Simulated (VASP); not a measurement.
## Ir: electric field gradients with PBEsol

Crystal: Ir.

```
CELL_PARAMETERS angstrom
0.00000 1.94496 1.94496
1.94496 0.00000 1.94496
1.94496 1.94496 0.00000
ATOMIC_POSITIONS crystal
Ir 0.00000 0.00000 0.00000
```

This cell differs from its parent crystal: volume scaled by 1.04.

| Item | Value |
| --- | --- |
| Program | VASP 6.6.1 |
| Task | electric field gradients |
| Functional | PBEsol |
| Potentials or basis | VASP PAW PBE potentials, release 64 (Ir) |
| Cutoff | 400 eV |
| k mesh | 15 × 15 × 15 |
| Occupations | fermi-dirac, width 0.05 eV |
| Spin | no spin polarisation |
| Dipole correction | no |
| Further INCAR settings | ALGO = Normal; EDIFF = 1e-08; NBANDS = 10 |

| Property | Result |
| --- | --- |
| Pressure | -15.3 GPa |

Levels at points of the mesh, in eV from the Fermi level:
| k point | band 2 | band 3 | band 4 | band 5 | band 6 | band 7 |
| --- | --- | --- | --- | --- | --- | --- |
| (0.00, 0.00, 0.00) | -3.72 | -3.72 | -3.72 | -1.17 | -1.17 | 14.35 |

Wall time 11 s on 1 thread of AMD EPYC 7R13 Processor (Zen 3), on a shared host, peak memory 0.1 GiB.

Caveat: without QUAD_EFG the Cq values of the log hold for a quadrupole moment of 1 mb, not for the nuclei; the PAW data sets were made with another functional, which shifts forces and pressure a little; spin-orbit coupling is left out, which moves the levels of the heavy elements.
